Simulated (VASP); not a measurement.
# ZnSe (F-43m) in VASP: settings compared

Aim: see how the results for ZnSe move with the level of theory and the settings. Levels: RPBE, revPBE+D3(BJ), PBE+D3(BJ), r2SCAN+rVV10. Tasks: relaxation of cell and atoms.

Program: VASP 6.6.1. These are calculated values, not measurements. Logs are shortened: lines on timing, memory, paths and dates and some standing lists are left out, and cuts for length are marked.

### Step 1. The cell of the first run

Symmetry: F-43m, No. 216, cubic system. Conventional cell: a = 5.668 Å, b = 5.668 Å, c = 5.668 Å, α = 90.00°, β = 90.00°, γ = 90.00°. Zn (site symmetry -43m) has 4 Se at 2.45 Å within 3.2 Å. Within 3.2 Å of Se (site symmetry -43m) lie 4 Zn at 2.45 Å.

### Step 2. Relaxation of cell and atoms, RPBE

Contents of INCAR:

```
SYSTEM = ZnSe
PREC = Accurate
ENCUT = 600
EDIFF = 1E-7
ISMEAR = 0
SIGMA = 0.01
LREAL = .FALSE.
LASPH = .TRUE.
NELM = 60
ALGO = Normal
ISIF = 3
LWAVE = .FALSE.
LCHARG = .FALSE.
GGA = RP
IBRION = 2
NSW = 80
EDIFFG = -0.005
```

Contents of KPOINTS:

```
Automatic mesh
0
G
  6 6 6
  0 0 0
```

Contents of POSCAR:

```
ZnSe
1.0
    0.0000000000      2.8338000000      2.8338000000
    2.8338000000      0.0000000000      2.8338000000
    2.8338000000      2.8338000000      0.0000000000
Zn Se
1 1
Direct
    0.0000000000      0.0000000000      0.0000000000
    0.2500000000      0.2500000000      0.2500000000
```

Potentials or basis: VASP PAW PBE potentials, release 64 (Zn, Se).

Started as:

```console
$ cat potpaw_PBE.64/Zn/POTCAR potpaw_PBE.64/Se/POTCAR > POTCAR
$ mpirun -np 1 vasp_std > vasp.out
```

OUTCAR:

```text
SYSTEM = ZnSe
   PREC = Accurate
   ENCUT = 600
   EDIFF = 1E-7
   ISMEAR = 0
   LREAL = .FALSE.
   LASPH = .TRUE.
   NELM = 60
   ISIF = 3
   GGA = RP
   IBRION = 2
   NSW = 80
   EDIFFG = -0.005

 ion  position               nearest neighbor table
   1  0.000  0.000  0.000-   2 2.45   2 2.45   2 2.45   2 2.45
   2  0.250  0.250  0.250-   1 2.45   1 2.45   1 2.45   1 2.45

  LATTYP: Found a face centered cubic cell.
 ALAT       =     5.6676000000

  Lattice vectors:

 A1 = (   0.0000000000,   2.8338000000,   2.8338000000)
 A2 = (   2.8338000000,   0.0000000000,   2.8338000000)
 A3 = (   2.8338000000,   2.8338000000,   0.0000000000)

Analysis of symmetry for initial positions (statically):
=====================================================================
 Subroutine PRICEL returns:
 Original cell was already a primitive cell.

 Routine SETGRP: Setting up the symmetry group for a
 face centered cubic supercell.

 Subroutine GETGRP returns: Found 24 space group operations
 (whereof 24 operations were pure point group operations)
 out of a pool of 48 trial point group operations.

The static configuration has the point symmetry T_d .

Analysis of symmetry for dynamics (positions and initial velocities):
=====================================================================
 Subroutine PRICEL returns:
 Original cell was already a primitive cell.

 Routine SETGRP: Setting up the symmetry group for a
 face centered cubic supercell.

 Subroutine GETGRP returns: Found 24 space group operations
 (whereof 24 operations were pure point group operations)
 out of a pool of 48 trial point group operations.

The dynamic configuration has the point symmetry T_d .

 Subroutine INISYM returns: Found 24 space group operations
 (whereof 24 operations are pure point group operations),
 and found     1 'primitive' translations

----------------------------------------------------------------------------------------

                                     Primitive cell

  volume of cell :      45.5132

  direct lattice vectors                    reciprocal lattice vectors
     0.000000000  2.833800000  2.833800000    -0.176441527  0.176441527  0.176441527
     2.833800000  0.000000000  2.833800000     0.176441527 -0.176441527  0.176441527
     2.833800000  2.833800000  0.000000000     0.176441527  0.176441527 -0.176441527

  length of vectors
     4.007598393  4.007598393  4.007598393     0.305605690  0.305605690  0.305605690

  position of ions in fractional coordinates (direct lattice)
     0.000000000  0.000000000  0.000000000
     0.250000000  0.250000000  0.250000000

  ion indices of the primitive-cell ions
   primitive index   ion index
                 1           1
                 2           2

----------------------------------------------------------------------------------------

 KPOINTS: Automatic mesh

Automatic generation of k-mesh.
 Grid dimensions read from file:
 generate k-points for:    6    6    6

 Generating k-lattice:

  Cartesian coordinates                     Fractional coordinates (reciprocal lattice)
    -0.029406921  0.029406921  0.029406921     0.166666667  0.000000000  0.000000000
     0.029406921 -0.029406921  0.029406921     0.000000000  0.166666667  0.000000000
     0.029406921  0.029406921 -0.029406921     0.000000000  0.000000000  0.166666667

  Length of vectors
     0.050934282  0.050934282  0.050934282

  Shift w.r.t. Gamma in fractional coordinates (k-lattice)
     0.000000000  0.000000000  0.000000000

 Subroutine IBZKPT returns following result:
 ===========================================

 Found     16 irreducible k-points:

 Following reciprocal coordinates:
            Coordinates               Weight
  0.000000  0.000000  0.000000      1.000000
  0.166667  0.000000  0.000000      8.000000
  0.333333  0.000000  0.000000      8.000000
  0.500000  0.000000  0.000000      4.000000
  0.166667  0.166667  0.000000      6.000000
  0.333333  0.166667  0.000000     24.000000
[... 8 lines left out ...]
 -0.333333  0.333333  0.166667     24.000000
 -0.333333  0.500000  0.166667     12.000000
   k-points           NKPTS =     16   k-points in BZ     NKDIM =     16   number of bands    NBANDS=     13
   number of dos      NEDOS =    301   number of ions     NIONS =      2
   total plane-waves  NPLWV =  32768
   dimension x,y,z NGX =    32 NGY =   32 NGZ =   32
   dimension x,y,z NGXF=    64 NGYF=   64 NGZF=   64
   ions per type =               1   1
   NGX,Y,Z   is equivalent  to a cutoff of  13.27, 13.27, 13.27 a.u.
   NGXF,Y,Z  is equivalent  to a cutoff of  26.55, 26.55, 26.55 a.u.
 SYSTEM =  ZnSe
   PREC   = accura    normal or accurate (medium, high low for compatibility)
   ISTART =      0    job   : 0-new  1-cont  2-samecut
   ICHARG =      2    charge: 1-file 2-atom 10-const
   ISPIN  =      1    spin polarized calculation?
   LNONCOLLINEAR =      F non collinear calculations
   LSORBIT =      F    spin-orbit coupling
[... 20 lines left out ...]
   IALGO  =     38    algorithm
   IMIX   =      4    mixing-type and parameters
     AMIX     =   0.40;   BMIX     =  1.00
     AMIX_MAG =   1.60;   BMIX_MAG =  1.00
  volume/ion in A,a.u.               =      22.76       153.57
  Fermi-wavevector in a.u.,A,eV,Ry     =   1.201673  2.270834 19.647073  1.444019
  Thomas-Fermi vector in A             =   2.337476
   LORBIT       =      0    0 simple, 1 ext, 2 COOP (PROOUT), +10 PAW based schemes
   GGA     = RP    functional components
   LHFCALC =     F    Hartree Fock is set to
   AEXX    =    0.0000 exact exchange contribution
   IVDW    =     0    specifies the selected vdW correction
   LEPSILON=     F    determine dielectric tensor
   LRPA    =     F    only Hartree local field effects (RPA)
 conjugate gradient relaxation of ions
 non-spin polarized calculation
 Gauss-broadening in eV      SIGMA  =   0.01
  energy-cutoff  :      600.00
  volume of cell :       45.51
 maximum number of plane-waves:      1536
   NGX = 17   NGY = 17   NGZ = 17

--------------------------------------- Ionic step        1  -------------------------------------------

 number of electron      17.9999991 magnetization

 Free energy of the ion-electron system (eV)
  ---------------------------------------------------
  ext. energy  EPLUGINS =         0.00000000
  ---------------------------------------------------
  free energy    TOTEN  =        -5.33994127 eV

  energy without entropy =       -5.33994127  energy(sigma->0) =       -5.33994127

------------------------ aborting loop because EDIFF is reached ----------------------------------------

  FORCE on cell =-STRESS in cart. coord.  units (eV):
  Direction    XX          YY          ZZ          XY          YZ          ZX
  --------------------------------------------------------------------------------------
  -------------------------------------------------------------------------------------
  Total        1.3062805      1.3062805      1.3062805      0.0000000     -0.0000000      0.0000000
  in kB       45.9842855     45.9842855     45.9842855      0.0000000     -0.0000000      0.0000000
  external PRESSURE =      45.9842855 kB  Pullay stress =       0.0000000 kB

 VOLUME and BASIS-vectors are now :
 -----------------------------------------------------------------------------
  energy-cutoff  :      600.00
  volume of cell :       45.51
      direct lattice vectors                 reciprocal lattice vectors
     0.000000000  2.833800000  2.833800000    -0.176441527  0.176441527  0.176441527
     2.833800000  0.000000000  2.833800000     0.176441527 -0.176441527  0.176441527
     2.833800000  2.833800000  0.000000000     0.176441527  0.176441527 -0.176441527
[... 37 lines left out ...]
 POSITION                                       TOTAL-FORCE (eV/Angst)
 -----------------------------------------------------------------------------------
      2.92309      2.92309      0.00000        -0.000000      0.000000      0.000000
      1.46155      1.46155      1.46155         0.000000     -0.000000     -0.000000
 -----------------------------------------------------------------------------------
    total drift:                               -0.000001     -0.000001     -0.000001

  FREE ENERGIE OF THE ION-ELECTRON SYSTEM (eV)
  ---------------------------------------------------
  free  energy   TOTEN  =        -5.3864076806 eV

  energy  without entropy=       -5.3864076806  energy(sigma->0) =       -5.38640768

--------------------------------------- Ionic step        3  -------------------------------------------

 number of electron      18.0000008 magnetization

 Free energy of the ion-electron system (eV)
  ---------------------------------------------------
  ext. energy  EPLUGINS =         0.00000000
  ---------------------------------------------------
  free energy    TOTEN  =        -5.38843402 eV

  energy without entropy =       -5.38843402  energy(sigma->0) =       -5.38843402

 E-fermi :   1.1994     XC(G=0):  -8.7514

 val. band max:        1.1087596113   @ k =   0.0000   0.0000   0.0000
 cond. band min:       2.2616982046   @ k =   0.0000   0.0000   0.0000
 fundamental gap:      1.1529385933
 Fermi energy:         1.1993809437

 k-point     1 :       0.0000    0.0000    0.0000
  band No.  band energies     occupation
      1     -11.6481      2.00000
      2      -5.1501      2.00000
      3      -5.1501      2.00000
      4      -5.1501      2.00000
      5      -4.8438      2.00000
      6      -4.8438      2.00000
      7       1.1088      2.00000
      8       1.1088      2.00000
      9       1.1088      2.00000
     10       2.2617      0.00000
     11       6.9806      0.00000
     12       6.9806      0.00000
     13       6.9806      0.00000

 k-point     2 :       0.1667    0.0000    0.0000
  band No.  band energies     occupation
      1     -11.4995      2.00000
      2      -5.1278      2.00000
      3      -5.1278      2.00000
      4      -5.1262      2.00000
      5      -4.8449      2.00000
      6      -4.8449      2.00000
      7      -0.6618      2.00000
      8       0.8911      2.00000
      9       0.8911      2.00000
     10       3.5130      0.00000
     11       7.0044      0.00000
[... 246 lines left out ...]
 POSITION                                       TOTAL-FORCE (eV/Angst)
 -----------------------------------------------------------------------------------
      0.00000      0.00000      0.00000         0.000000     -0.000000     -0.000000
      1.45352      1.45352      1.45352        -0.000000      0.000000      0.000000
 -----------------------------------------------------------------------------------
    total drift:                               -0.000000     -0.000000     -0.000000

  FREE ENERGIE OF THE ION-ELECTRON SYSTEM (eV)
  ---------------------------------------------------
  free  energy   TOTEN  =        -5.3884340232 eV

  energy  without entropy=       -5.3884340232  energy(sigma->0) =       -5.38843402

 reached required accuracy - stopping structural energy minimisation
```

It took 22 s on 1 thread of Intel Xeon Platinum 8375C at 2.90GHz (Ice Lake), shared host; peak memory 0.19 GiB.

What came out:

* Free energy: -5.3884 eV
* Relaxed volume: 24.57 Å³/atom
* Relaxed cell: a = 4.111 Å, b = 4.111 Å, c = 4.111 Å, α = 60.00°, β = 60.00°, γ = 60.00°
* Space group after relaxing (to 0.1 Å): F-43m (No. 216)
* Energy gained by relaxing: 24.2 meV/atom
* Ionic steps: 3
* Pressure after relaxing: 0.0 GPa
* Band gap on the k mesh: 1.15 eV

Step by step:
| step | energy change (eV) | largest force (eV/Å) | pressure (GPa) | volume (Å³) |
| --- | --- | --- | --- | --- |
| 1 | 0.0000 | 0.0000 | 4.60 | 45.51 |
| 2 | -0.0465 | 0.0000 | -0.78 | 49.95 |
| 3 | -0.0485 | 0.0000 | 0.01 | 49.13 |

Final structure:
```
Zn Se
1.0
     0.00000    2.90704    2.90704
     2.90704    0.00000    2.90704
     2.90704    2.90704    0.00000
Zn Se
1 1
Direct
  0.00000 0.00000 0.00000
  0.25000 0.25000 0.25000
```

Caveat: the PAW data sets were made with another functional, which shifts forces and pressure a little. Zero-point motion and thermal expansion aren't in these numbers.

### Step 3. Relaxation of cell and atoms, revPBE+D3(BJ)

Contents of INCAR:

```
PREC     = Accurate       # precision mode
ENCUT    = 600            # plane-wave cutoff, eV
EDIFF    = 1E-6           # SCF threshold, eV
ISMEAR   = 0              # smearing method
SIGMA    = 0.01           # smearing width, eV
LREAL    = False          # projectors in reciprocal space
LASPH    = True           # aspherical terms in the spheres
NELM     = 100            # most SCF steps
ALGO     = Normal         # electronic algorithm
ISIF     = 3              # what is computed and relaxed
LWAVE    = False          # write WAVECAR
LCHARG   = False          # write CHGCAR
GGA      = RE             # functional
IVDW     = 12             # dispersion correction
IBRION   = 2              # ionic algorithm
NSW      = 80             # ionic steps
EDIFFG   = -0.005         # ionic threshold
```

Contents of KPOINTS:

```
Automatic mesh
0
Gamma
  6 6 6
```

POSCAR is that of step 2.

Potentials or basis: VASP PAW PBE potentials, release 64 (Zn, Se).

Started as:

```console
$ cat potpaw_PBE.64/Zn/POTCAR potpaw_PBE.64/Se/POTCAR > POTCAR
$ mpirun -np 1 vasp_std > vasp.out
```

Run time: 26 s. Hardware: 1 thread of Intel Xeon Platinum 8375C at 2.90GHz (Ice Lake), shared host; peak memory 0.19 GiB.

It converged, with:

```yaml
Free_energy: -6.6885 eV
Relaxed_volume: 22.37 Å³/atom
Relaxed_cell: a = 3.985 Å, b = 3.985 Å, c = 3.985 Å, α = 60.00°, β = 60.00°, γ = 60.00°
Space_group_after_relaxing_to_0.1_Å: F-43m (No. 216)
Energy_gained_by_relaxing: 1.4 meV/atom
Ionic_steps: 5
Pressure_after_relaxing: 0.0 GPa
Band_gap_on_the_k_mesh: 1.48 eV
Dispersion_energy_per_atom: -0.639 eV
```

Step by step:
```
step  energy change (eV)  largest force (eV/Å)  pressure (GPa)  volume (Å³)
   1              0.0000                0.0000           -1.07        45.51
   2             -0.0025                0.0000            0.30        44.52
   3             -0.0027                0.0000            0.05        44.72
   4             -0.0027                0.0000           -0.06        44.76
   5             -0.0027                0.0000            0.02        44.74
```

Final structure:
```
CELL_PARAMETERS angstrom
0.00000 2.81763 2.81763
2.81763 0.00000 2.81763
2.81763 2.81763 0.00000
ATOMIC_POSITIONS crystal
Zn 0.00000 0.00000 0.00000
Se 0.25000 0.25000 0.25000
```

Levels at points of the mesh, in eV from the valence-band top:
```
           k point  band 5  band 6  band 7  band 8  band 9  band 10  band 11  band 12  band 13
(0.00, 0.00, 0.00)   -6.19   -6.19    0.00    0.00    0.00     1.48     5.83     5.83     5.83
(0.50, 0.00, 0.00)   -6.17   -6.03   -5.31   -0.89   -0.89     2.66     6.42     6.42     8.77
(0.50, 0.50, 0.00)   -6.14   -6.01   -4.80   -2.24   -2.24     3.05     3.53    10.99    11.43
```

Caveat: the PAW data sets were made with another functional, which shifts forces and pressure a little. Expect the measured gap to be larger: semilocal functionals such as revPBE lack the derivative discontinuity.

### Step 4. Relaxation of cell and atoms, PBE+D3(BJ)

Contents of INCAR:

```
SYSTEM = ZnSe
PREC = Accurate ; ENCUT = 600
EDIFF = 1E-6 ; ISMEAR = 0
SIGMA = 0.01 ; LREAL = .False.
LASPH = .True. ; NELM = 100
ALGO = Normal ; ISIF = 3
LWAVE = .False. ; LCHARG = .False.
GGA = PE ; IVDW = 12
IBRION = 2 ; NSW = 80
EDIFFG = -0.005
```

Contents of KPOINTS:

```
regular mesh
0
Gamma
  6 6 6
  0 0 0
```

POSCAR is that of step 3.

Started as:

```console
$ cat potpaw_PBE.64/Zn/POTCAR potpaw_PBE.64/Se/POTCAR > POTCAR
$ mpirun -np 1 vasp_std > vasp.out
```

Run time: 14 s. Hardware: 1 thread of Intel Xeon Platinum 8375C at 2.90GHz (Ice Lake), shared host; peak memory 0.19 GiB.

The run converged. Its results:

| Quantity | Value |
| --- | --- |
| Free energy | -6.6593 eV |
| Relaxed volume | 22.68 Å³/atom |
| Relaxed cell | a = 4.003 Å, b = 4.003 Å, c = 4.003 Å, α = 60.00°, β = 60.00°, γ = 60.00° |
| Space group after relaxing (to 0.1 Å) | F-43m (No. 216) |
| Energy gained by relaxing | 0.0 meV/atom |
| Ionic steps | 2 |
| Pressure after relaxing | 0.0 GPa |
| Band gap on the k mesh | 1.30 eV |
| Dispersion energy per atom | -0.323 eV |

Final structure:
```cif
data_structure
_symmetry_space_group_name_H-M 'P 1'
_symmetry_Int_Tables_number 1
_cell_length_a 4.0031
_cell_length_b 4.0031
_cell_length_c 4.0031
_cell_angle_alpha 60.000
_cell_angle_beta 60.000
_cell_angle_gamma 60.000
_cell_volume 45.36
loop_
_atom_site_label
_atom_site_type_symbol
_atom_site_fract_x
_atom_site_fract_y
_atom_site_fract_z
_atom_site_occupancy
Zn1 Zn 0.00000 0.00000 0.00000 1
Se1 Se 0.25000 0.25000 0.25000 1
```

Levels at points of the mesh, in eV from the valence-band top:
```csv
k point,band 7,band 8,band 9,band 10,band 11,band 12
"(0.00, 0.00, 0.00)",0.00,0.00,0.00,1.30,5.80,5.80
"(0.50, 0.00, 0.00)",-5.25,-0.87,-0.87,2.55,6.38,6.38
"(0.50, 0.50, 0.00)",-4.77,-2.20,-2.20,2.97,3.46,10.76
```

### Step 5. Relaxation of cell and atoms, r2SCAN+rVV10

POSCAR is that of step 4.

Contents of INCAR.step1:

```
SYSTEM = ZnSe
PREC = Accurate
ENCUT = 600
ISMEAR = 0
SIGMA = 0.01
LREAL = .False.
LASPH = .True.
NELM = 80
GGA = PE
ALGO = Normal
EDIFF = 1E-4
LWAVE = .True.
LCHARG = .False.
```

Contents of INCAR.step2:

```
SYSTEM = ZnSe
PREC = Accurate
ENCUT = 600
EDIFF = 1E-7
ISMEAR = 0
SIGMA = 0.01
LREAL = .False.
LASPH = .True.
NELM = 80
ALGO = Normal
ISIF = 3
LWAVE = .False.
LCHARG = .False.
METAGGA = R2SCAN
LMIXTAU = .True.
LUSE_VDW = .True.
IVDW_NL = 2
BPARAM = 11.95
CPARAM = 0.0093
IBRION = 2
NSW = 80
EDIFFG = -0.005
ISTART = 1
```

KPOINTS is that of step 4.

Started as:

```console
$ cat potpaw_PBE.64/Zn/POTCAR potpaw_PBE.64/Se/POTCAR > POTCAR
$ cp INCAR.step1 INCAR
$ mpirun -np 1 vasp_std > vasp.out
$ cp INCAR.step2 INCAR
$ mpirun -np 1 vasp_std > vasp.out
```

It took 4.2 min on 1 thread of Intel Xeon Platinum 8375C at 2.90GHz (Ice Lake), shared host; peak memory 0.33 GiB.

It converged, with:

- Free energy: -24.3743 eV
- Relaxed volume: 22.50 Å³/atom
- Relaxed cell: a = 3.993 Å, b = 3.993 Å, c = 3.993 Å, α = 60.00°, β = 60.00°, γ = 60.00°
- Space group after relaxing (to 0.1 Å): F-43m (No. 216)
- Energy gained by relaxing: 0.7 meV/atom
- Ionic steps: 4
- Pressure after relaxing: 0.0 GPa
- Band gap on the k mesh: 1.87 eV

The path:
| step | energy change (eV) | largest force (eV/Å) | pressure (GPa) | volume (Å³) |
| --- | --- | --- | --- | --- |
| 1 | 0.0000 | 0.0000 | -0.75 | 45.51 |
| 2 | -0.0013 | 0.0000 | 0.29 | 44.82 |
| 3 | -0.0014 | 0.0000 | 0.07 | 44.96 |
| 4 | -0.0014 | 0.0000 | 0.00 | 45.01 |

Final structure:
```cif
data_structure
_symmetry_space_group_name_H-M 'P 1'
_symmetry_Int_Tables_number 1
_cell_length_a 3.9927
_cell_length_b 3.9927
_cell_length_c 3.9927
_cell_angle_alpha 60.000
_cell_angle_beta 60.000
_cell_angle_gamma 60.000
_cell_volume 45.01
loop_
_atom_site_label
_atom_site_type_symbol
_atom_site_fract_x
_atom_site_fract_y
_atom_site_fract_z
_atom_site_occupancy
Zn1 Zn 0.00000 0.00000 0.00000 1
Se1 Se 0.25000 0.25000 0.25000 1
```

Levels at points of the mesh, in eV from the valence-band top:
```
           k point  band 5  band 6  band 7  band 8  band 9  band 10  band 11  band 12  band 13
(0.00, 0.00, 0.00)   -6.31   -6.31    0.00    0.00    0.00     1.87     6.29     6.29     6.29
(0.50, 0.00, 0.00)   -6.29   -6.15   -5.40   -0.90   -0.90     3.04     6.83     6.83     9.01
(0.50, 0.50, 0.00)   -6.26   -6.13   -4.85   -2.28   -2.28     3.23     3.83    11.54    12.12
```

Caveat: the PAW data sets were made with another functional, which shifts forces and pressure a little.

### Step 6. Overview

| level | gap on the mesh (eV) | pressure (GPa) | relaxed volume (Å³/atom) |
| --- | --- | --- | --- |
| RPBE | 1.15 | 0.0 | 24.57 |
| revPBE+D3(BJ) | 1.48 | 0.0 | 22.37 |
| PBE+D3(BJ) | 1.30 | 0.0 | 22.68 |
| r2SCAN+rVV10 | 1.87 | 0.0 | 22.50 |

Alike in all rows: task relaxation of cell and atoms; potentials or basis VASP PAW PBE potentials, release 64 (Zn, Se); no spin polarisation; cell relaxed; k mesh 6 × 6 × 6; cutoff (eV) 600; smearing gaussian 0.01 eV.

Caveats: the PAW data sets were made with another functional, which shifts forces and pressure a little (at least some runs).

Total energies depend on the potentials used, so only differences within one code and one set of settings carry meaning.
